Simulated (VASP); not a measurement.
Runs of VASP 6.6.1 on CoO. The structure is that of space group P-6m2 (No. 187), or close to it. The cells are those of the table. 

```csv
level,spin,cell,k mesh,grid for exact exchange (PRECFOCK),share of exact exchange,screening parameter,gap on the mesh (eV),pressure (GPa),moment (μB)
PBE,"collinear, ferromagnetic start","a = 2.809, b = 2.809, c = 2.703 Å, angles 90.0, 90.0, 120.0°, 2 atoms",11 × 11 × 10,-,-,-,none,3.7,3.00
PBE,"collinear, ferromagnetic start","a = 2.771, b = 2.771, c = 2.666 Å, angles 90.0, 90.0, 120.0°, 2 atoms",11 × 11 × 10,-,-,-,none,13.2,3.00
PBE,"collinear, ferromagnetic start","a = 2.866, b = 2.866, c = 2.758 Å, angles 90.0, 90.0, 120.0°, 2 atoms",11 × 11 × 10,-,-,-,none,(b),3.00
PBE,"collinear, ferromagnetic start","a = 2.828, b = 2.828, c = 2.722 Å, angles 90.0, 90.0, 120.0°, 2 atoms",11 × 11 × 10,-,-,-,none,(c),3.00
PBE,off,"a = 2.828, b = 2.828, c = 2.722 Å, angles 90.0, 90.0, 120.0°, 2 atoms",11 × 11 × 10,-,-,-,none,-12.4,-
PBE,"collinear, ferromagnetic start","a = 2.790, b = 2.790, c = 2.685 Å, angles 90.0, 90.0, 120.0°, 2 atoms",11 × 11 × 10,-,-,-,none,8.1,3.00
PBE,"collinear, ferromagnetic start","a = 2.884, b = 2.884, c = 2.775 Å, angles 90.0, 90.0, 120.0°, 2 atoms",11 × 11 × 10,-,-,-,none,(a),3.00
PBE-based screened hybrid,"collinear, ferromagnetic start","a = 2.818, b = 2.818, c = 2.709 Å, angles 90.0, 90.0, 120.0°, 2 atoms",6 × 6 × 5,Normal,0.25,0.3 1/Å,none,0.1,3.00
```

Alike in all rows: task single point; potentials or basis VASP PAW PBE potentials, release 64 (Co, O); cutoff (eV) 520; smearing fermi-dirac 0.05 eV.

Q: Fill in the values left out.

A: (a) -9.9; (b) -7.0; (c) 0.8.

Caveats: some runs use coarse meshes; semilocal functionals often make such compounds metallic where correlation or magnetic order opens a gap, which also shifts bond lengths; a cell with one magnetic atom can't hold antiferromagnetic order, which such compounds often take (some runs); an odd number of electrons without spin polarisation forces a metal (some runs); a magnetic or distorted state may lie lower (some runs); the PAW data sets were made with another functional, which shifts forces and pressure a little (some runs).

A gap of «none» marks levels without a gap at the run's occupations.
